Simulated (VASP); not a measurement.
# Al2Ga3As5 (P1) in VASP: single point with PBE

Aim: the single point of Al2Ga3As5 with PBE.

Program: VASP 6.6.1. These are calculated values, not measurements. Logs are shortened: lines on timing, memory, paths and dates and some standing lists are left out, and cuts for length are marked.

**1. The cell of the first run**

The typed cell holds 10 atoms: a = 4.084 Å, b = 4.083 Å, c = 14.460 Å, α = 98.15°, β = 98.10°, γ = 90.01°.

**2. Single point, PBE**

Input file INCAR:

```
SYSTEM = Al2Ga3As5
ALGO = Normal ; EDIFF = 1E-6
ENCUT = 520 ; GGA = PE
ISIF = 2 ; ISMEAR = 0
LASPH = .True. ; LCHARG = .True.
LELF = .True. ; LREAL = .False.
LVHAR = .True. ; LWAVE = .False.
NBANDS = 46 ; NELM = 100
PREC = Accurate ; SIGMA = 0.1
```

Input file KPOINTS:

```
k-points
0
Gamma
  4 4 4
  0 0 0
```

Input file POSCAR:

```
Al2Ga3As5
1.0
   -0.0005016550     -4.0836014103      0.0000572630
    4.0834213430      0.0004843864     -0.0014919475
   -2.0438843740      2.0377409717     14.1692181424
Al Ga As
2 3 5
Direct
    0.2010400741      0.2005099567      0.4002369351
    0.7999302618      0.7999450682      0.5997962941
   -0.0004720899      0.0001657655     -0.0000238022
    0.6002331933      0.5993593416      0.2003018497
    0.3994019619      0.4003245510      0.7996978437
    0.5496380121      0.0492143492      0.1000302720
    0.1506586626      0.6506569142      0.3009786695
    0.7507564648      0.2499430027      0.5000152640
    0.3493953382      0.8498302323      0.6990333645
    0.9494181213      0.4500508187      0.8999333096
```

Potentials or basis: VASP PAW PBE potentials, release 64 (Al, Ga_d, As).

The run is started by

```sh
$ cat potpaw_PBE.64/Al/POTCAR potpaw_PBE.64/Ga_d/POTCAR potpaw_PBE.64/As/POTCAR > POTCAR
$ mpirun -np 1 vasp_std > vasp.out
```

OUTCAR:

```text
SYSTEM = Al2Ga3As5
   EDIFF = 1E-6
   ENCUT = 520
   GGA = PE
   ISIF = 2
   ISMEAR = 0
   LASPH = .True.
   LREAL = .False.
   NELM = 100
   PREC = Accurate

 ion  position               nearest neighbor table
   1  0.201  0.201  0.400-   7 2.48   7 2.48   8 2.48   8 2.48
   2  0.800  0.800  0.600-   9 2.48   9 2.48   8 2.48   8 2.48
   3  1.000  0.000  1.000-   6 2.49  10 2.49  10 2.49   6 2.49
   4  0.600  0.599  0.200-   6 2.49   6 2.49   7 2.49   7 2.49
   5  0.399  0.400  0.800-  10 2.49  10 2.49   9 2.49   9 2.49
   6  0.550  0.049  0.100-   3 2.49   3 2.49   4 2.49   4 2.49
   7  0.151  0.651  0.301-   1 2.48   1 2.48   4 2.49   4 2.49
   8  0.751  0.250  0.500-   2 2.48   1 2.48   2 2.48   1 2.48
   9  0.349  0.850  0.699-   2 2.48   2 2.48   5 2.49   5 2.49
  10  0.949  0.450  0.900-   3 2.49   3 2.49   5 2.49   5 2.49

  LATTYP: Found a triclinic cell.
 ALAT       =    14.4581651392
 B/A-ratio  =     0.2824425784
 C/A-ratio  =     0.2824301428
 COS(alpha) =     0.0002414740
 COS(beta)  =     0.1407234016
 COS(gamma) =     0.1409775862

  Lattice vectors:

 A1 = (  -2.0395369690,  -2.0382253581, -14.1677261949)
 A2 = (  -0.0005016550,  -4.0836014103,   0.0000572630)
 A3 = (  -4.0834213430,  -0.0004843864,   0.0014919475)

Analysis of symmetry for initial positions (statically):
=====================================================================
 Subroutine PRICEL returns:
 Original cell was already a primitive cell.

 Routine SETGRP: Setting up the symmetry group for a
 triclinic supercell.

 Subroutine GETGRP returns: Found  1 space group operations
 (whereof  1 operations were pure point group operations)
 out of a pool of  2 trial point group operations.

The static configuration has the point symmetry C_1 .

Analysis of symmetry for dynamics (positions and initial velocities):
=====================================================================
 Subroutine PRICEL returns:
 Original cell was already a primitive cell.

 Routine SETGRP: Setting up the symmetry group for a
 triclinic supercell.

 Subroutine GETGRP returns: Found  1 space group operations
 (whereof  1 operations were pure point group operations)
 out of a pool of  2 trial point group operations.

The dynamic configuration has the point symmetry C_1 .

[... 113 lines left out ...]
   NELM   =    100;   NELMIN=  2; NELMDL= -5     # of ELM steps
   EDIFF  = 0.1E-05   stopping-criterion for ELM
   LREAL  =      F    real-space projection
   EDIFFG = 0.1E-04   stopping-criterion for IOM
   NSW    =      0    number of steps for IOM
   IBRION =     -1    ionic relax: 0-MD 1-quasi-New 2-CG
   NFREE  =      0    steps in history (QN), initial steepest desc. (CG)
   ISIF   =      2    stress and relaxation
   ISYM   =      2    0-nonsym 1-usesym 2-fastsym
   POTIM  = 0.5000    time-step for ionic-motion
   TEBEG  =    0.0;   TEEND  =   0.0 temperature during run
   PSTRESS=    0.0 pullay stress
   NELECT =      70.0000    total number of electrons
   NUPDOWN=      -1.0000    fix difference up-down
   EMIN   =  10.00;   EMAX   =-10.00  energy-range for DOS
   EFERMI =   0.00;   METHOD = LEGACY
   ISMEAR =     0;   SIGMA  =   0.10  broadening in eV -4-tet -1-fermi 0-gaus
   EFERMI_NEDOS =   21; number of points for ismear=-14 and -15
   IALGO  =     38    algorithm
   IMIX   =      4    mixing-type and parameters
     AMIX     =   0.40;   BMIX     =  1.00
     AMIX_MAG =   1.60;   BMIX_MAG =  1.00
  volume/ion in A,a.u.               =      23.63       159.44
  Fermi-wavevector in a.u.,A,eV,Ry     =   1.091383  2.062414 16.206118  1.191116
  Thomas-Fermi vector in A             =   2.227627
   LORBIT       =      0    0 simple, 1 ext, 2 COOP (PROOUT), +10 PAW based schemes
   GGA     = PE    functional components
   LHFCALC =     F    Hartree Fock is set to
   AEXX    =    0.0000 exact exchange contribution
   IVDW    =     0    specifies the selected vdW correction
   LEPSILON=     F    determine dielectric tensor
   LRPA    =     F    only Hartree local field effects (RPA)
 non-spin polarized calculation
 Gauss-broadening in eV      SIGMA  =   0.10
  energy-cutoff  :      520.00
  volume of cell :      236.26
 maximum number of plane-waves:      6396
   NGX = 15   NGY = 15   NGZ = 53

 number of electron      70.0000046 magnetization

 Free energy of the ion-electron system (eV)
  ---------------------------------------------------
  ext. energy  EPLUGINS =         0.00000000
  ---------------------------------------------------
  free energy    TOTEN  =       -43.36256732 eV

  energy without entropy =      -43.36256730  energy(sigma->0) =      -43.36256731

 E-fermi :   3.9391     XC(G=0):  -9.1794

 val. band max:        3.5944306087   @ k =   0.0000   0.0000   0.0000
 cond. band min:       4.2835604082   @ k =   0.0000   0.0000   0.0000
 fundamental gap:      0.6891297995
 Fermi energy:         3.9390565840

 k-point     1 :       0.0000    0.0000    0.0000
  band No.  band energies     occupation
      1     -11.1119      2.00000
      2     -11.0879      2.00000
      3     -11.0425      2.00000
      4     -11.0334      2.00000
      5     -11.0334      2.00000
      6     -11.0254      2.00000
[... 1165 lines left out ...]
     45       8.7662      0.00000
     46       8.8401      0.00000

 [... further k-points ...]
[... 5 lines left out ...]
  --------------------------------------------------------------------------------------
  -------------------------------------------------------------------------------------
  Total        0.3512535      0.3455872      0.3644909     -0.0101707      0.0208666      0.0371495
  in kB        2.3819897      2.3435642      2.4717576     -0.0689712      0.1415044      0.2519256
  external PRESSURE =       2.3991039 kB  Pullay stress =       0.0000000 kB

 VOLUME and BASIS-vectors are now :
 -----------------------------------------------------------------------------
  energy-cutoff  :      520.00
  volume of cell :      236.26
      direct lattice vectors                 reciprocal lattice vectors
    -0.000501655 -4.083601410  0.000057263     0.000041918 -0.244881394  0.035223575
     4.083421343  0.000484386 -0.001491947     0.244905593 -0.000029590  0.035331449
    -2.043884374  2.037740972 14.169218142     0.000025787  0.000000987  0.070579102

 POSITION                                       TOTAL-FORCE (eV/Angst)
 -----------------------------------------------------------------------------------
      0.00063     -0.00529      5.67076        -0.003046      0.004992      0.006234
      2.04020     -2.04398      8.49750         0.000553     -0.000231     -0.007608
     -2.04366     -2.04398     14.16894        -0.002730     -0.002431      0.001595
      2.03774     -2.04266      2.83726         0.003696     -0.001097     -0.006830
      0.00000     -0.00123     11.33052        -0.003153      0.000240      0.005777
     -0.00376     -2.04064      1.41731         0.004454     -0.000332      0.014875
      2.04167     -0.00160      4.26367        -0.000932      0.001100      0.009183
     -0.00173     -2.04677      7.08450         0.000821      0.002288     -0.000249
      2.04130     -0.00193      9.90351        -0.000817     -0.001008     -0.009432
     -0.00209     -2.04300     12.75073         0.001153     -0.003520     -0.013546
 -----------------------------------------------------------------------------------
    total drift:                                0.000261      0.000027      0.000063

  FREE ENERGIE OF THE ION-ELECTRON SYSTEM (eV)
  ---------------------------------------------------
  free  energy   TOTEN  =       -43.3625673172 eV

  energy  without entropy=      -43.3625673049  energy(sigma->0) =      -43.36256731
```

OSZICAR:

```text
N       E                     dE             d eps       ncg     rms          rms(c)
DAV:   1     0.550843008260E+03    0.55084E+03   -0.30081E+04  3614   0.179E+03
DAV:   2     0.426397552683E+02   -0.50820E+03   -0.48506E+03  3724   0.486E+02
DAV:   3    -0.393043669906E+02   -0.81944E+02   -0.79891E+02  3828   0.146E+02
DAV:   4    -0.441611733964E+02   -0.48568E+01   -0.48233E+01  4280   0.365E+01
DAV:   5    -0.442776771625E+02   -0.11650E+00   -0.11624E+00  4024   0.562E+00    0.662E+00
DAV:   6    -0.434611792732E+02    0.81650E+00   -0.13712E+00  4754   0.103E+01    0.375E+00
DAV:   7    -0.433596531974E+02    0.10153E+00   -0.94174E-01  3902   0.337E+00    0.122E+00
DAV:   8    -0.433608922448E+02   -0.12390E-02   -0.12581E-01  4144   0.319E+00    0.251E-01
DAV:   9    -0.433616038713E+02   -0.71163E-03   -0.15969E-02  4180   0.144E+00    0.907E-02
DAV:  10    -0.433621516630E+02   -0.54779E-03   -0.21250E-03  4248   0.349E-01    0.533E-02
DAV:  11    -0.433625488421E+02   -0.39718E-03   -0.59635E-04  4030   0.166E-01    0.150E-02
DAV:  12    -0.433625610749E+02   -0.12233E-04   -0.44516E-05  4642   0.846E-02    0.919E-03
DAV:  13    -0.433625663825E+02   -0.53076E-05   -0.17475E-05  3840   0.228E-02    0.328E-03
DAV:  14    -0.433625673172E+02   -0.93473E-06   -0.16359E-06  2626   0.133E-02
   1 F= -.43362567E+02 E0= -.43362567E+02  d E =-.123797E-07
```

stdout:

```text
POSCAR found type information on POSCAR AlGaAs
 POSCAR found :  3 types and      10 ions
 scaLAPACK will be used
 LDA part: xc-table for (Slater+PW92), standard interpolation
 POSCAR, INCAR and KPOINTS ok, starting setup
 FFT: planning ... GRIDC
 FFT: planning ... GRID_SOFT
 FFT: planning ... GRID
 WAVECAR not read
 entering main loop
```

Run time: 3.5 min. Hardware: 1 thread of Intel Xeon 6975P-C (Granite Rapids), shared host; peak memory 0.49 GiB.

What came out:

```yaml
Free_energy: -43.3626 eV
Pressure: 0.2 GPa
Largest_force: 0.016 eV/Å
Band_gap_on_the_k_mesh: 0.69 eV, direct
```

Forces in eV/Å, atoms in the order of the input:
```
Al  -0.003  0.005  0.006
Al   0.001  0.000 -0.008
Ga  -0.003 -0.002  0.002
Ga   0.004 -0.001 -0.007
Ga  -0.003  0.000  0.006
As   0.004  0.000  0.015
As  -0.001  0.001  0.009
As   0.001  0.002  0.000
As  -0.001 -0.001 -0.009
As   0.001 -0.004 -0.014
```

As with any semilocal functional, this PBE gap is likely too small.
